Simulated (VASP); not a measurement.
Set up this calculation in VASP 6.6.1, as the native input.

| Quantity | Value |
| --- | --- |
| Task | relaxation of cell and atoms |
| Functional | r2SCAN |
| Potentials or basis | VASP PAW PBE potentials, release 64 (Li_sv, H) |
| Cutoff | 600 eV |
| k mesh | 10 × 10 × 10 |
| Occupations | gaussian, width 0.01 eV |
| Spin | no spin polarisation |
| Target pressure | 10 GPa |
| Dipole correction | no |
| Further INCAR settings | ALGO = Normal; EDIFF = 1e-06; IBRION = 2; EDIFFG = -0.002; NSW = 100; ISIF = 3 |

LiH:

```xyz
2
Lattice="2.0023 2.0023 0.0000 -2.0023 2.0023 0.0000 0.0000 2.0023 2.0023" Properties=species:S:1:pos:R:3 pbc="T T T"
Li    0.0000    0.0000    0.0000
H     0.0000    2.0023    0.0000
```

One way to write it, as run:

POSCAR

```
LiH
1.0
    2.0023268344      2.0023268344      0.0000000000
   -2.0023268344      2.0023268344      0.0000000000
    0.0000000000      2.0023268344      2.0023268344
Li H
1 1
Direct
    0.0000000000      0.0000000000      0.0000000000
    0.5000000000      0.5000000000      0.0000000000
```

INCAR.step1

```
ALGO = Normal
EDIFF = 1E-4
ENCUT = 600
GGA = PE
ISMEAR = 0
LASPH = True
LCHARG = False
LREAL = False
LWAVE = True
NELM = 100
PREC = Accurate
SIGMA = 0.01
```

INCAR.step2

```
ALGO = Normal
EDIFF = 1E-6
EDIFFG = -0.002
ENCUT = 600
IBRION = 2
ISIF = 3
ISMEAR = 0
ISTART = 1
LASPH = True
LCHARG = False
LMIXTAU = True
LREAL = False
LWAVE = False
METAGGA = R2SCAN
NELM = 100
NSW = 100
PREC = Accurate
PSTRESS = 100.0
SIGMA = 0.01
```

KPOINTS

```
k-points
0
Gamma
  10 10 10
```

Potentials or basis: VASP PAW PBE potentials, release 64 (Li_sv, H).

The run is started by

```sh
$ cat potpaw_PBE.64/Li_sv/POTCAR potpaw_PBE.64/H/POTCAR > POTCAR
$ cp INCAR.step1 INCAR
$ mpirun -np 1 vasp_std > vasp.out
$ cp INCAR.step2 INCAR
$ mpirun -np 1 vasp_std > vasp.out
```

It gave:

```json
{
 "Relaxed volume": "6.49 Å³/atom",
 "Relaxed cell": "a = 2.638 Å, b = 2.638 Å, c = 2.638 Å, α = 60.00°, β = 60.00°, γ = 90.00°",
 "Space group after relaxing (to 0.1 Å)": "Fm-3m (No. 225)",
 "Energy change on relaxing (the run minimises the enthalpy)": "+42.4 meV/atom",
 "Ionic steps": "10",
 "Pressure after relaxing": "10.0 GPa",
 "Band gap on the k mesh": "3.42 eV"
}
```

Caveat: the cutoff is under 1.25 times the usual one of these potentials, so pressure, stress and relaxed cells hold a basis-set (Pulay) error; the cell is relaxed towards a set pressure, so the run minimises the enthalpy, not the energy; the volume moved by over 15 % at a fixed basis, so the end points are rough; the PAW data sets were made with another functional, which shifts forces and pressure a little.

Run time: 53 s on 1 thread of Intel(R) Xeon(R) 6975P-C (Granite Rapids), on a shared host, peak memory 0.13 GiB.
